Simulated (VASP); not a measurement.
Pd:

```
CELL_PARAMETERS angstrom
3.08734 0.00000 0.00000
0.00000 3.08734 0.00000
0.00000 0.00000 3.08734
ATOMIC_POSITIONS crystal
Pd 0.00000 0.00000 0.00000
Pd 0.50000 0.50000 0.50000
```

This isn't the form of Pd at room conditions, which is fcc.

- Program: VASP 6.6.1
- Task: relaxation of cell and atoms
- Functional: PBE
- Potentials or basis: VASP PAW PBE potentials, release 64 (Pd)
- Cutoff: 500 eV
- k mesh: 10 × 10 × 10
- Occupations: fermi-dirac, width 0.05 eV
- Spin: collinear spin
- Starting moments: [0.5, -0.5] μB

At the start: pressure 8.6 GPa; volume 14.71 Å³/atom.

Problem. Where does the relaxation end?

Solution. Over 4 steps the energy falls by 18.1 meV/atom and the volume is 15.42 Å³/atom (+4.8 %); space group Im-3m (No. 229, to 0.1 Å) before and after; moment 0.00 μB per cell.

Step by step:
```tsv
step	energy change (eV)	largest force (eV/Å)	pressure (GPa)	volume (Å³)
1	0.0000	0.0000	8.65	29.43
2	0.0271	0.0000	-8.98	32.94
3	-0.0362	0.0000	-0.11	30.86
4	-0.0362	0.0000	0.05	30.83
```

Final structure:
```
Pd
1.0
     3.13567    0.00000    0.00000
     0.00000    3.13567    0.00000
     0.00000    0.00000    3.13567
Pd
2
Direct
  0.00000 0.00000 0.00000
  0.50000 0.50000 0.50000
```
